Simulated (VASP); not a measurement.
Wanted: the native input for a VASP 6.6.1 run.

```
Task                   : relaxation of cell and atoms
Functional             : PBEsol
Potentials or basis    : VASP PAW PBE potentials, release 64 (Pd)
Cutoff                 : 500 eV
k mesh                 : 10 × 10 × 10
Occupations            : gaussian, width 0.1 eV
Spin                   : no spin polarisation
Target pressure        : 20 GPa
Dipole correction      : no
Further INCAR settings : ALGO = Normal; EDIFF = 1e-07; IBRION = 2; EDIFFG = -0.01; NSW = 80; ISIF = 3
```

The structure of Pd lies in POSCAR:

```
Pd
1.0
    0.0000000000      1.9450000000      1.9450000000
    1.9450000000      0.0000000000      1.9450000000
    1.9450000000      1.9450000000      0.0000000000
Pd
1
Direct
    0.0000000000      0.0000000000      0.0000000000
```

The input as run:

INCAR

```
PREC = Accurate
ENCUT = 500
EDIFF = 1E-7
ISMEAR = 0
SIGMA = 0.1
LREAL = F
LASPH = T
NELM = 120
ALGO = Normal
ISIF = 3
LWAVE = F
LCHARG = F
GGA = PS
IBRION = 2
NSW = 80
EDIFFG = -0.01
PSTRESS = 200.0
GGA_COMPAT = F
NELMIN = 4
```

KPOINTS

```
Automatic mesh
0
Gamma
  10 10 10
```

Potentials or basis: VASP PAW PBE potentials, release 64 (Pd).

Command:

```bash
$ cat potpaw_PBE.64/Pd/POTCAR > POTCAR
$ mpirun -np 1 vasp_std > vasp.out
```

It gave:

| Quantity | Value |
| --- | --- |
| Relaxed volume | 13.42 Å³/atom |
| Relaxed cell | a = 2.667 Å, b = 2.667 Å, c = 2.667 Å, α = 60.00°, β = 60.00°, γ = 60.00° |
| Space group after relaxing (to 0.1 Å) | Fm-3m (No. 225) |
| Energy change on relaxing (the run minimises the enthalpy) | +61.7 meV/atom |
| Ionic steps | 5 |
| Pressure after relaxing | 20.0 GPa |
| Band gap on the k mesh | zero (bands 5 and 6 overlap by 1.85 eV) |

Caveat: the cell is relaxed towards a set pressure, so the run minimises the enthalpy, not the energy; the PAW data sets were made with another functional, which shifts forces and pressure a little.

Run time: 9.9 s on 1 thread of Intel(R) Xeon(R) 6975P-C (Granite Rapids) (shared host), peak memory 0.13 GiB.
